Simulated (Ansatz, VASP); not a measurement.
Se in VASP and in Ansatz

File INCAR:

```
SYSTEM = Se
PREC     = Accurate       ! precision mode
ENCUT    = 600            ! plane-wave cutoff, eV
EDIFF    = 1E-7           ! SCF threshold, eV
ISMEAR   = -1             ! smearing method
SIGMA    = 0.05           ! smearing width, eV
LREAL    = .FALSE.        ! projectors in reciprocal space
LASPH    = .TRUE.         ! aspherical terms in the spheres
NELM     = 100            ! most SCF steps
ALGO     = Normal         ! electronic algorithm
ISIF     = 3              ! what is computed and relaxed
LWAVE    = .FALSE.        ! write WAVECAR
LCHARG   = .FALSE.        ! write CHGCAR
GGA      = PS             ! functional
IBRION   = 2              ! ionic algorithm
NSW      = 100            ! ionic steps
EDIFFG   = -0.003         ! ionic threshold
```

The input KPOINTS:

```
regular mesh
0
G
  9 9 7
  0 0 0
```

The input POSCAR:

```
Se
1.0
    4.3662000000      0.0000000000      0.0000000000
   -2.1831000000      3.7812401180      0.0000000000
    0.0000000000      0.0000000000      4.9536000000
Se
3
Direct
    0.2254000000      0.0000000000      0.3333333333
    0.0000000000      0.2254000000      0.6666666667
    0.7746000000      0.7746000000      0.0000000000
```

Input for Ansatz:

```yaml
crystal:
  lattice:
    - [4.3662, 0.0, 0.0]
    - [-2.1831, 3.781240118, 0.0]
    - [0.0, 0.0, 4.9536]
  atoms:
    - { symbol: Se, position: [0.2254, 0.0, 0.3333333333] }
    - { symbol: Se, position: [0.0, 0.2254, 0.6666666667] }
    - { symbol: Se, position: [0.7746, 0.7746, 0.0] }
kpoints:
  mp_grid: { grid: [9, 9, 7] }
scf:
  occupations: { method: fermi_dirac, width: 0.05 }
hamiltonian:
  xc: pbesol
  pseudopotentials: { kind: paw }
output:
  forces: true
  stress: true
relax:
  f_tol: 0.003
  max_steps: 80
  cell: {}
```

Alike in both runs: task relaxation of cell and atoms; functional PBEsol; k mesh 9 × 9 × 7; occupations fermi-dirac, width 0.05 eV; no spin polarisation.

```csv
,VASP,Ansatz
version,VASP 6.6.1,Ansatz 0.2.0
potentials or method,"VASP PAW PBE potentials, release 64 (Se)","PAW with Ansatz's default frozen-core files, scalar-relativistic"
plane-wave cutoff (eV),600,420
valence electrons in the cell,18,48
```

|  | VASP | Ansatz | Ansatz less VASP |
| --- | --- | --- | --- |
| relaxed volume (Å³/atom) | 24.12 | 24.12 | -0.001 |
| relaxed length of the cell vector where the two differ most in proportion (Å) | 5.129 | 5.121 | -0.0080 |

VASP's potentials were made for PBE, not for PBEsol. VASP's potentials hold 18 valence electrons a cell and Ansatz's 48, so a difference there can come from the potentials and not from the codes.
